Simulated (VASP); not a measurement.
# Be27S in VASP: notebook, part 2 of 2

VASP 6.6.1. Earlier steps stand in the parts before.

## Step 3: Single point, PBE

INCAR reads:

```
SYSTEM = Be27S
PREC = Accurate
ENCUT = 520
EDIFF = 1E-6
ISMEAR = -1
SIGMA = 0.1
LREAL = Auto
LASPH = .TRUE.
NELM = 100
ALGO = Normal
ISIF = 2
LWAVE = .FALSE.
LCHARG = .FALSE.
GGA = PE
NBANDS = 50
```

KPOINTS reads:

```
regular mesh
0
G
  4 4 1
  0 0 0
```

POSCAR reads:

```
Be27S
1.0
    6.8700002748      0.0000000000      0.0000000000
    3.4350001374      5.9495947620      0.0000000000
    0.0000000000      0.0000000000     14.5884300000
Be S
27 1
Direct
    0.0000000089      0.0000000089      0.0685474700
    0.3333333306      0.0000000056      0.0685474700
    0.6666666489      0.0000000089      0.0685474700
    0.0000000056      0.3333333306      0.0685474700
    0.3333333306      0.3333333306      0.0685474700
    0.6666666606      0.3333333456      0.0685474700
    0.0000000089      0.6666666489      0.0685474700
    0.3333333456      0.6666666606      0.0685474700
    0.6666666606      0.6666666606      0.0685474700
   -0.1122194574      0.2265805068      0.1967984929
    0.2222222222      0.2222222222      0.1881902331
    0.5523056173      0.2265805068      0.1967984929
   -0.1122194574      0.5523056173      0.1967984929
    0.2265805068      0.5523056173      0.1967984929
    0.5555555556      0.5555555556      0.1877765874
   -0.1111111111      0.8888888889      0.1907542737
    0.2265805068      0.8877805426      0.1967984929
    0.5523056173      0.8877805426      0.1967984929
   -0.0018658964     -0.0018658964      0.3163919329
    0.3287251987      0.0092162692      0.3170927994
    0.6703984595     -0.0018658964      0.3163919329
    0.0092162692      0.3287251987      0.3170927994
    0.3287251987      0.3287251987      0.3170927994
    0.6726194854      0.3214276959      0.3226175870
   -0.0018658964      0.6703984595      0.3163919329
    0.3214276959      0.6726194854      0.3226175870
    0.6726194854      0.6726194854      0.3226175870
    0.5555555556      0.5555555556      0.4251002633
```

Potentials or basis: VASP PAW PBE potentials, release 64 (Be, S).

Run with:

```sh
cat potpaw_PBE.64/Be/POTCAR potpaw_PBE.64/S/POTCAR > POTCAR
mpirun -np 1 vasp_std > vasp.out
```

OUTCAR:

```text
SYSTEM = Be27S
   PREC = Accurate
   ENCUT = 520
   EDIFF = 1E-6
   ISMEAR = -1
   LREAL = Auto
   LASPH = .TRUE.
   NELM = 100
   ISIF = 2
   GGA = PE

 ion  position               nearest neighbor table
   1  0.000  0.000  0.069-  16 2.22   2 2.29   4 2.29   8 2.29   6 2.29   3 2.29   7 2.29  17 2.31
                            10 2.31
   2  0.333  0.000  0.069-  11 2.19  18 2.28  17 2.28   3 2.29   1 2.29   5 2.29   4 2.29   8 2.29
                             9 2.29
   3  0.667  0.000  0.069-  16 2.22   2 2.29   5 2.29   9 2.29   6 2.29   1 2.29   7 2.29  18 2.31
                            12 2.31
   4  0.000  0.333  0.069-  11 2.19  13 2.28  10 2.28   7 2.29   1 2.29   5 2.29   2 2.29   6 2.29
                             9 2.29
   5  0.333  0.333  0.069-  11 2.19  12 2.28  14 2.28   7 2.29   3 2.29   4 2.29   2 2.29   6 2.29
                             8 2.29
   6  0.667  0.333  0.069-  15 2.18  10 2.29  12 2.29   9 2.29   8 2.29   4 2.29   5 2.29   1 2.29
                             3 2.29
   7  0.000  0.667  0.069-  16 2.22   4 2.29   5 2.29   9 2.29   8 2.29   3 2.29   1 2.29  14 2.31
                            13 2.31
   8  0.333  0.667  0.069-  15 2.18  17 2.29  14 2.29   9 2.29   6 2.29   2 2.29   5 2.29   1 2.29
                             7 2.29
   9  0.667  0.667  0.069-  15 2.18  13 2.29  18 2.29   8 2.29   6 2.29   4 2.29   2 2.29   7 2.29
[... 19 lines left out ...]
  19  0.998  0.998  0.316-  17 2.21  10 2.21  24 2.23  26 2.23  16 2.25  21 2.25  25 2.25  20 2.31
                            22 2.31
  20  0.329  0.009  0.317-  22 2.20  23 2.20  17 2.20  18 2.20  11 2.27  19 2.31  21 2.31  26 2.34
                            27 2.34
  21  0.670  0.998  0.316-  18 2.21  12 2.21  24 2.23  27 2.23  16 2.25  19 2.25  25 2.25  23 2.31
                            20 2.31
  22  0.009  0.329  0.317-  23 2.20  20 2.20  10 2.20  13 2.20  11 2.27  19 2.31  25 2.31  24 2.34
                            27 2.34
  23  0.329  0.329  0.317-  22 2.20  20 2.20  12 2.20  14 2.20  11 2.27  21 2.31  25 2.31  24 2.34
                            26 2.34
  24  0.673  0.321  0.323-  28 2.04  21 2.23  19 2.23  12 2.24  10 2.24  22 2.34  23 2.34
  25  0.998  0.670  0.316-  14 2.21  13 2.21  26 2.23  27 2.23  16 2.25  19 2.25  21 2.25  23 2.31
                            22 2.31
  26  0.321  0.673  0.323-  28 2.04  25 2.23  19 2.23  14 2.24  17 2.24  20 2.34  23 2.34
[... 202 lines left out ...]
   LRPA    =     F    only Hartree local field effects (RPA)
 non-spin polarized calculation
  energy-cutoff  :      520.00
  volume of cell :      596.28
 maximum number of plane-waves:     16072
 NGX is ok and might be reduce to    54
   NGX = 25   NGY = 25   NGZ = 55

 number of electron      60.0000000 magnetization

 Free energy of the ion-electron system (eV)
  ---------------------------------------------------
  ext. energy  EPLUGINS =         0.00000000
  ---------------------------------------------------
  free energy    TOTEN  =       -98.54758466 eV

  energy without entropy =      -98.28061396  energy(sigma->0) =      -98.41409931

 E-fermi :  -0.5793     XC(G=0):  -5.4955

 val. band max:       -0.5867280482   @ k =   0.2500   0.0000   0.0000
 cond. band min:      -0.5197620001   @ k =   0.0000   0.0000   0.0000
 fundamental gap:      0.0669660482
 Fermi energy:        -0.5792674428

 k-point     1 :       0.0000    0.0000    0.0000
  band No.  band energies     occupation
      1     -13.8370      2.00000
      2     -10.1492      2.00000
      3      -7.9321      2.00000
      4      -7.1105      2.00000
      5      -7.1105      2.00000
      6      -7.1027      2.00000
[... 169 lines left out ...]
     41       3.3751      0.00000
     42       3.5932      0.00000
 [bands above 42 left out]

------------------------ aborting loop because EDIFF is reached ----------------------------------------

  FORCE on cell =-STRESS in cart. coord.  units (eV):
  Direction    XX          YY          ZZ          XY          YZ          ZX
  --------------------------------------------------------------------------------------
  -------------------------------------------------------------------------------------
  Total      -15.7603242    -15.7603242      0.1667133      0.0000000      0.0000000      0.0000000
  in kB      -42.3470374    -42.3470374      0.4479487      0.0000000      0.0000000      0.0000000
  external PRESSURE =     -28.0820421 kB  Pullay stress =       0.0000000 kB

 VOLUME and BASIS-vectors are now :
 -----------------------------------------------------------------------------
  energy-cutoff  :      520.00
  volume of cell :      596.28
      direct lattice vectors                 reciprocal lattice vectors
     6.870000275  0.000000000  0.000000000     0.145560402 -0.084039337  0.000000000
     3.435000137  5.949594762  0.000000000     0.000000000  0.168078674  0.000000000
     0.000000000  0.000000000 14.588430000     0.000000000  0.000000000  0.068547472

 POSITION                                       TOTAL-FORCE (eV/Angst)
 -----------------------------------------------------------------------------------
      0.00000      0.00000      1.00000         0.156461      0.090333     -0.050503
      2.29000      0.00000      1.00000         0.000000     -0.356936      0.028583
      4.58000      0.00000      1.00000        -0.156461      0.090333     -0.050503
      1.14500      1.98320      1.00000        -0.309116      0.178468      0.028583
      3.43500      1.98320      1.00000         0.309116      0.178468      0.028583
      5.72500      1.98320      1.00000         0.000000     -0.274281      0.005686
[... 20 lines left out ...]
      6.93134      4.00181      4.70648        -0.007570     -0.004371      0.003621
      5.72500      3.30533      6.20155        -0.000000      0.000000     -0.002006
 -----------------------------------------------------------------------------------
    total drift:                               -0.000000     -0.000000      0.006488

  FREE ENERGIE OF THE ION-ELECTRON SYSTEM (eV)
  ---------------------------------------------------
  free  energy   TOTEN  =       -98.5475846617 eV

  energy  without entropy=      -98.2806139611  energy(sigma->0) =      -98.41409931
```

OSZICAR:

```text
N       E                     dE             d eps       ncg     rms          rms(c)
DAV:   1     0.195020305172E+03    0.19502E+03   -0.20358E+04   400   0.912E+02
DAV:   2    -0.839902391350E+02   -0.27901E+03   -0.26483E+03   518   0.175E+02
DAV:   3    -0.104443013431E+03   -0.20453E+02   -0.19720E+02   504   0.435E+01
[... 14 lines left out ...]
DAV:  18    -0.985475461670E+02   -0.12887E-03   -0.18791E-05   504   0.157E-02    0.656E-03
DAV:  19    -0.985475797836E+02   -0.33617E-04   -0.12410E-05   456   0.101E-02    0.655E-03
DAV:  20    -0.985475821212E+02   -0.23376E-05   -0.79323E-07   376   0.281E-03    0.359E-03
DAV:  21    -0.985475842156E+02   -0.20943E-05   -0.53740E-07   360   0.208E-03    0.102E-03
DAV:  22    -0.985475846617E+02   -0.44616E-06   -0.19145E-07   336   0.125E-03
   1 F= -.98547585E+02 E0= -.98414099E+02  d E =-.266971E+00
```

Wall time 2.5 min (1 thread of Intel Xeon 6975P-C (Granite Rapids), shared host); peak memory 0.65 GiB.

What came out:

```
Free energy            : -98.5476 eV
Largest force          : 0.358 eV/Å
Band gap on the k mesh : zero (bands 30 and 31 overlap by 0.08 eV)
```

Forces in eV/Å, atoms in the order of the input:
```
Be   0.156  0.090 -0.051
Be   0.000 -0.357  0.029
Be  -0.156  0.090 -0.051
Be  -0.309  0.178  0.029
Be   0.309  0.178  0.029
Be   0.000 -0.274  0.006
Be   0.000 -0.181 -0.051
Be  -0.238  0.137  0.006
Be   0.238  0.137  0.006
Be  -0.002 -0.001 -0.002
Be   0.000  0.000  0.001
Be   0.002 -0.001 -0.002
Be   0.000  0.002 -0.002
Be   0.000  0.002 -0.002
Be   0.000  0.000  0.008
Be   0.000  0.000 -0.001
Be  -0.002 -0.001 -0.002
Be   0.002 -0.001 -0.002
Be   0.001  0.000  0.007
Be   0.000 -0.003  0.007
Be  -0.001  0.000  0.007
Be  -0.003  0.002  0.007
Be   0.003  0.002  0.007
Be   0.000  0.009  0.004
Be   0.000 -0.001  0.007
Be   0.008 -0.004  0.004
Be  -0.008 -0.004  0.004
S    0.000  0.000 -0.002
```

Levels at points of the mesh, in eV from the Fermi level:
```
           k point  band 26  band 27  band 28  band 29  band 30  band 31  band 32  band 33  band 34  band 35
(0.00, 0.00, 0.00)    -0.27    -0.27    -0.23    -0.23     0.06     0.58     0.75     0.93     1.50     1.62
(0.50, 0.00, 0.00)    -1.05    -0.82    -0.58    -0.30    -0.16    -0.02     0.15     0.81     1.69     2.60
```

## Step 4: Single point, PBE

INCAR reads:

```
PREC     = Accurate       # precision mode
ENCUT    = 520            # plane-wave cutoff, eV
EDIFF    = 1E-6           # SCF threshold, eV
ISMEAR   = -1             # smearing method
SIGMA    = 0.1            # smearing width, eV
LREAL    = Auto         
LASPH    = True           # aspherical terms in the spheres
NELM     = 100            # most SCF steps
ALGO     = Normal         # electronic algorithm
ISIF     = 2              # what is computed and relaxed
LWAVE    = False          # write WAVECAR
LCHARG   = False          # write CHGCAR
GGA      = PE             # functional
NBANDS   = 50             # bands
```

KPOINTS reads:

```
Automatic mesh
0
Gamma
  4 4 1
```

POSCAR reads:

```
Be27S
1.0
    6.8700000000      0.0000000000      0.0000000000
    3.4350000000      5.9495950000      0.0000000000
    0.0000000000      0.0000000000     14.5884300000
Be S
27 1
Direct
    0.0000000000      0.0000000000      0.0685474722
    0.3333333333      0.0000000000      0.0685474722
    0.6666666667      0.0000000000      0.0685474722
    0.0000000280      0.3333332773      0.0685474722
    0.3333333613      0.3333332773      0.0685474722
    0.6666666947      0.3333332773      0.0685474722
    0.0000000560      0.6666665546      0.0685474722
    0.3333333894      0.6666665546      0.0685474722
    0.6666667227      0.6666665546      0.0685474722
   -0.1122194900      0.2265804647      0.1967984903
    0.2222222409      0.2222221849      0.1881902302
    0.5523056919      0.2265804647      0.1967984903
   -0.1122194972      0.5523056611      0.1967984903
    0.2265805028      0.5523056611      0.1967984903
    0.5555556022      0.5555554622      0.1877766148
   -0.1111111204      0.8888889076      0.1907542484
    0.2265805280      0.8877804288      0.1967984903
    0.5523057099      0.8877804288      0.1967984903
   -0.0018659149     -0.0018658413      0.3163919627
    0.3287252045      0.0092162576      0.3170927920
    0.6703984228     -0.0018658413      0.3163919627
    0.0092162775      0.3287252326      0.3170927920
    0.3287251566      0.3287252326      0.3170927920
    0.6726194528      0.3214277610      0.3226175812
   -0.0018658693      0.6703984053      0.3163919627
    0.3214277106      0.6726193968      0.3226175812
    0.6726195593      0.6726193968      0.3226175812
    0.5555556022      0.5555554622      0.4251002335
```

Run with:

```sh
cat potpaw_PBE.64/Be/POTCAR potpaw_PBE.64/S/POTCAR > POTCAR
mpirun -np 1 vasp_std > vasp.out
```

Run time: 2.9 min. Hardware: 1 thread of Intel Xeon 6975P-C (Granite Rapids), shared host; peak memory 0.64 GiB.

It converged, with:

| Item | Value |
| --- | --- |
| Free energy | -98.5476 eV |
| Largest force | 0.358 eV/Å |
| Band gap on the k mesh | zero (bands 30 and 31 overlap by 0.08 eV) |

Forces on the atoms (eV/Å):
```
Be   0.156  0.090 -0.051
Be   0.000 -0.357  0.029
Be  -0.156  0.090 -0.051
Be  -0.309  0.178  0.029
Be   0.309  0.178  0.029
Be   0.000 -0.274  0.006
Be   0.000 -0.181 -0.051
Be  -0.238  0.137  0.006
Be   0.238  0.137  0.006
Be  -0.002 -0.001 -0.002
Be   0.000  0.000  0.001
Be   0.002 -0.001 -0.002
Be   0.000  0.002 -0.002
Be   0.000  0.002 -0.002
Be   0.000  0.000  0.008
Be   0.000  0.000 -0.001
Be  -0.002 -0.001 -0.002
Be   0.002 -0.001 -0.002
Be   0.001  0.000  0.007
Be   0.000 -0.003  0.007
Be  -0.001  0.000  0.007
Be  -0.003  0.002  0.007
Be   0.003  0.002  0.007
Be   0.000  0.009  0.004
Be   0.000 -0.001  0.007
Be   0.008 -0.004  0.004
Be  -0.008 -0.004  0.004
S    0.000  0.000 -0.002
```

Levels at points of the mesh, in eV from the Fermi level:
```tsv
k point	band 26	band 27	band 28	band 29	band 30	band 31	band 32	band 33	band 34	band 35
(0.00, 0.00, 0.00)	-0.27	-0.27	-0.23	-0.23	0.06	0.58	0.75	0.93	1.50	1.62
(0.50, 0.00, 0.00)	-1.05	-0.82	-0.58	-0.30	-0.16	-0.02	0.15	0.81	1.69	2.60
```
